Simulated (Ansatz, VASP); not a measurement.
# One calculation of MgO, two programs

Contents of POSCAR:

```
MgO
1.0
    3.4863800000      0.0000000000      0.0000000000
   -1.7431900000      3.0192900000      0.0000000000
    0.0000000000      0.0000000000      4.1780400000
Mg O
2 2
Direct
    0.6666666667      0.3333333333      0.7500000000
    0.3333333333      0.6666666667      0.2500000000
    0.6666666667      0.3333333333      0.2500000000
    0.3333333333      0.6666666667      0.7500000000
```

The input INCAR.step1:

```
ALGO     = Normal         # electronic algorithm
EDIFF    = 1E-4           # SCF threshold, eV
ENCUT    = 520            # plane-wave cutoff, eV
GGA      = PE             # functional
ISMEAR   = 0              # smearing method
LASPH    = True           # aspherical terms in the spheres
LCHARG   = False          # write CHGCAR
LREAL    = False          # projectors in reciprocal space
LWAVE    = True           # write WAVECAR
NBANDS   = 16             # bands
NELM     = 60             # most SCF steps
PREC     = Accurate       # precision mode
SIGMA    = 0.01           # smearing width, eV
```

File INCAR.step2:

```
ALGO     = Normal         # electronic algorithm
EDIFF    = 1E-6           # SCF threshold, eV
ENCUT    = 520            # plane-wave cutoff, eV
ISIF     = 2              # what is computed and relaxed
ISMEAR   = 0              # smearing method
ISTART   = 1            
LASPH    = True           # aspherical terms in the spheres
LCHARG   = True           # write CHGCAR
LELF     = True           # ELF
LMIXTAU  = True         
LREAL    = False          # projectors in reciprocal space
LVHAR    = True         
LWAVE    = False          # write WAVECAR
METAGGA  = R2SCAN         # meta-GGA
NBANDS   = 16             # bands
NELM     = 60             # most SCF steps
PREC     = Accurate       # precision mode
SIGMA    = 0.01           # smearing width, eV
```

KPOINTS

```
k-points
0
Gamma
  5 5 4
```

Input for Ansatz:

```yaml
crystal:
  lattice:
    - [3.48638, 0.0, 0.0]
    - [-1.74319, 3.01929, 0.0]
    - [0.0, 0.0, 4.17804]
  atoms:
    - { symbol: Mg, position: [0.6666666666666666, 0.3333333333333333, 0.75] }
    - { symbol: Mg, position: [0.3333333333333333, 0.6666666666666666, 0.25] }
    - { symbol: O, position: [0.6666666666666666, 0.3333333333333333, 0.25] }
    - { symbol: O, position: [0.3333333333333333, 0.6666666666666666, 0.75] }
kpoints:
  mp_grid:
    grid: [5, 5, 4]
    shift: [0.0, 0.0, 0.0]
hamiltonian:
  xc: r2scan
  pseudopotentials:
    kind: paw
scf:
  occupations:
    method: fixed
output:
  polarization: {}
```

Alike in both runs: task single point; functional r2SCAN; k mesh 5 × 5 × 4; no spin polarisation.

|  | VASP | Ansatz |
| --- | --- | --- |
| version | VASP 6.6.1 | Ansatz 0.2.0 |
| potentials or method | VASP PAW PBE potentials, release 64 (Mg, O) | plane waves, PAW |
| plane-wave cutoff (eV) | 520 | 500 |
| occupations | gaussian, width 0.01 eV | fixed |
| valence electrons in the cell | 16 | 32 |

Ansatz gave:

- gap on the k mesh at the Fermi level (eV): 4.10

Q: Which values does VASP return?

A: gap on the k mesh at the Fermi level (eV): 4.08.

VASP's potentials were made for PBE, not for r2SCAN. VASP's potentials hold 16 valence electrons a cell and Ansatz's 32, so a difference there can come from the potentials and not from the codes.
